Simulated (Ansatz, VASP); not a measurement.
Two plane-wave programs on RbBr

The input INCAR:

```
ALGO = Normal
EDIFF = 1E-6
ENCUT = 520
GGA = PE
ISIF = 2
ISMEAR = 0
LASPH = True
LCHARG = False
LREAL = False
LWAVE = False
NBANDS = 15
NELM = 100
PREC = Accurate
SIGMA = 0.1
```

The input KPOINTS:

```
k-points
0
Gamma
  6 6 6
```

POSCAR

```
RbBr
1.0
    2.7127026300      1.5661796000      4.4632471300
   -2.7127026300      1.5661796000      4.4632471300
    0.0000000000     -3.1323591900      4.4632471300
Rb Br
1 1
Direct
    0.0000000000      0.0000000000      0.0000000000
    0.2487566200      0.2487566200      0.2487566200
```

Input for Ansatz:

```yaml
crystal:
  lattice:
    - [2.71270263, 1.5661796, 4.46324713]
    - [-2.71270263, 1.5661796, 4.46324713]
    - [0.0, -3.13235919, 4.46324713]
  atoms:
    - { symbol: Rb, position: [0.0, 0.0, 0.0] }
    - { symbol: Br, position: [0.24875662, 0.24875662, 0.24875662] }
basis:
  ecutwfc: 420
kpoints:
  mp_grid: { grid: [6, 6, 6] }
hamiltonian:
  xc: pbe
scf:
  occupations: { method: gaussian, width: 0.1 }
  lower_state_search: "off"
output:
  forces: true
  stress: true
  eigenvalues: true
```

Alike in both runs: task single point; functional PBE; k mesh 6 × 6 × 6; occupations gaussian, width 0.1 eV; no spin polarisation.

|  | VASP | Ansatz |
| --- | --- | --- |
| version | VASP 6.6.1 | Ansatz 0.2.0 |
| potentials or method | VASP PAW PBE potentials, release 64 (Rb_sv, Br), cutoff 520 eV | scalar-relativistic, plane waves, PAW |
| valence electrons in the cell | 16 | 16 |

Ansatz gave:

| Item | Value |
| --- | --- |
| gap on the k mesh at the Fermi level (eV) | 4.10 |
| least direct gap on the mesh (eV) | 4.19 |
| pressure (GPa) | 0.3 |

**Question.** What did VASP give for the same quantities?

**Answer.** gap on the k mesh at the Fermi level (eV): 4.10; least direct gap on the mesh (eV): 4.19; pressure (GPa): 0.4.

With one functional, cell and mesh, what is left measures potentials, basis and numerics.
